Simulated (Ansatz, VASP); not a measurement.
## LiCl: VASP beside Ansatz

INCAR

```
SYSTEM = LiCl
PREC = Accurate ; ENCUT = 520
EDIFF = 1E-6 ; ISMEAR = 0
SIGMA = 0.05 ; LREAL = .FALSE.
LASPH = .TRUE. ; NELM = 60
ALGO = Normal ; ISIF = 2
LWAVE = .FALSE. ; LCHARG = .FALSE.
GGA = PS ; NBANDS = 12
```

File KPOINTS:

```
regular mesh
0
G
  8 8 8
  0 0 0
```

The input POSCAR:

```
LiCl
1.0
    0.0000000000      2.6673504000      2.5647600000
    2.6673504000      0.0000000000      2.5647600000
    2.6673504000      2.6673504000      0.0000000000
Li Cl
1 1
Direct
    0.0000000000      0.0000000000      0.0000000000
    0.5000000000      0.5000000000      0.5000000000
```

Input for Ansatz:

```yaml
crystal:
  lattice:
    - [0.0, 2.6673504, 2.56476]
    - [2.6673504, 0.0, 2.56476]
    - [2.6673504, 2.6673504, 0.0]
  atoms:
    - { symbol: Li, position: [0.0, 0.0, 0.0] }
    - { symbol: Cl, position: [0.5, 0.5, 0.5] }
basis:
  ecutwfc: 420
kpoints:
  mp_grid: { grid: [8, 8, 8] }
hamiltonian:
  xc: pbesol
scf:
  occupations: { method: gaussian, width: 0.05 }
output:
  forces: true
  stress: true
  eigenvalues: true
```

Change from the starting cell: strain +0.0400 x Voigt [1, 1, 0, 0, 0, 0], atoms carried along.

Alike in both runs: task single point; functional PBEsol; k mesh 8 × 8 × 8; occupations gaussian, width 0.05 eV; no spin polarisation.

```csv
,VASP,Ansatz
version,VASP 6.6.1,Ansatz 0.2.0
potentials or method,"VASP PAW PBE potentials, release 64 (Li_sv, Cl), cutoff 520 eV","scalar-relativistic, plane waves, PAW"
valence electrons in the cell,10,10
```

|  | VASP | Ansatz | Ansatz less VASP |
| --- | --- | --- | --- |
| gap on the k mesh at the Fermi level (eV) | 5.69 | 5.68 | -0.009 |
| least direct gap on the mesh (eV) | 5.69 | 5.68 | -0.009 |

VASP's potentials were made for PBE, not for PBEsol.

Noted on VASP's run: the cutoff is short for stress, so the pressure is rough.
